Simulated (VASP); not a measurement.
GaP:

```
Ga P
1.0
     3.85409    0.00000    0.00000
     1.92704    3.33774    0.00000
     1.92704    1.11258    3.14685
Ga P
1 1
Direct
  0.00000 0.00000 0.00000
  0.25000 0.25000 0.25000
```

Base run:

| Property | Result |
| --- | --- |
| Program | VASP 6.6.1 |
| Functional | LDA |
| Potentials or basis | VASP PAW LDA potentials, release 64 (Ga_d, P) |
| Cutoff | 500 eV |
| k mesh | 8 × 8 × 8 |
| Occupations | gaussian, width 0.01 eV |
| Spin | no spin polarisation |

Its results: band gap on the k mesh 1.49 eV, indirect (least direct gap 1.64 eV); pressure -2.7 GPa.

**Question.** After a change of settings the same cell gave: band gap on the k mesh 1.19 eV, indirect (least direct gap 1.52 eV); pressure 4.0 GPa. Which change was it?
A. k mesh from 8 × 8 × 8 to 6 × 6 × 6
B. k mesh from 8 × 8 × 8 to 4 × 4 × 4
C. k mesh from 8 × 8 × 8 to 10 × 10 × 10
D. k mesh from 8 × 8 × 8 to 2 × 2 × 2

**Answer.** D.

Caveats: some runs use coarse meshes.
